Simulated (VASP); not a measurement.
Set up this calculation in VASP 6.6.1, as the native input.

```
Task                   : single point
Functional             : PBE
Potentials or basis    : VASP PAW PBE potentials, release 64 (Pd)
Cutoff                 : 520 eV
k mesh                 : 18 × 18 × 10
Occupations            : gaussian, width 0.1 eV
Spin                   : no spin polarisation
Dipole correction      : no
Further INCAR settings : ALGO = Normal; EDIFF = 1e-06; NBANDS = 17
```

The structure of Pd lies in POSCAR:

```
Pd
1.0
    2.7814042239      0.0000000000      0.0000000000
   -1.3907021119      2.4087667161      0.0000000000
    0.0000000000      0.0000000000      4.2479160512
Pd
2
Direct
    0.6666666700      0.3333333300      0.7500000000
    0.3333333300      0.6666666700      0.2500000000
```

This cell differs from its parent crystal: Rh replaced by Pd, lengths x 0.987, strained.

One way to write it, as run:

INCAR

```
PREC = Accurate ; ENCUT = 520
EDIFF = 1E-6 ; ISMEAR = 0
SIGMA = 0.1 ; LREAL = False
LASPH = True ; NELM = 80
ALGO = Normal ; ISIF = 2
LWAVE = False ; LCHARG = False
GGA = PE ; NBANDS = 17
```

KPOINTS

```
Automatic mesh
0
Gamma
  18 18 10
```

Potentials or basis: VASP PAW PBE potentials, release 64 (Pd).

Run with:

```sh
$ cat potpaw_PBE.64/Pd/POTCAR > POTCAR
$ mpirun -np 1 vasp_std > vasp.out
```

It gave:

* Pressure: 17.1 GPa
* Band gap on the k mesh: zero (band 10 reaches 10.67 eV, above the bottom of band 11 at 9.69 eV)

Caveat: the cell differs from its parent crystal (Rh replaced by Pd, lengths x 0.987, strained).

It took 26 s on 1 thread of Intel(R) Xeon(R) 6975P-C (Granite Rapids), with other jobs on the host, peak memory 0.21 GiB.
